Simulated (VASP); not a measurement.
The system is Al2O3.

```xyz
5
Lattice="3.0175 0.0000 0.0000 -1.5087 2.6132 0.0000 0.0000 0.0000 7.5746" Properties=species:S:1:pos:R:3 pbc="T T T"
Al    0.0000    0.0000    5.4693
Al    0.0000    0.0000    2.1054
O     0.0000    0.0000    3.7873
O     1.5087    0.8711    6.0638
O     0.0000    1.7421    1.5108
```

Base run:

| Quantity | Value |
| --- | --- |
| Program | VASP 6.6.1 |
| Functional | r2SCAN |
| Potentials or basis | VASP PAW PBE potentials, release 64 (Al, O) |
| Cutoff | 520 eV |
| k mesh | 10 × 10 × 4 |
| Occupations | fermi-dirac, width 0.05 eV |
| Spin | no spin polarisation |

Its results: band gap on the k mesh 2.95 eV; pressure -5.6 GPa; largest force 0.414 eV/Å.

**Question.** The run is repeated on the same cell with these changes: functional from r2SCAN to HSE06; k mesh from 10 × 10 × 4 to 8 × 8 × 4. What comes out?

**Answer.** Band gap on the k mesh 3.91 eV; pressure -5.5 GPa; largest force 0.433 eV/Å.

Several settings changed at once.

Caveats: the cell stands under tension; the PAW data sets were made with another functional, which shifts forces and pressure a little.

A k mesh can miss the band edges.
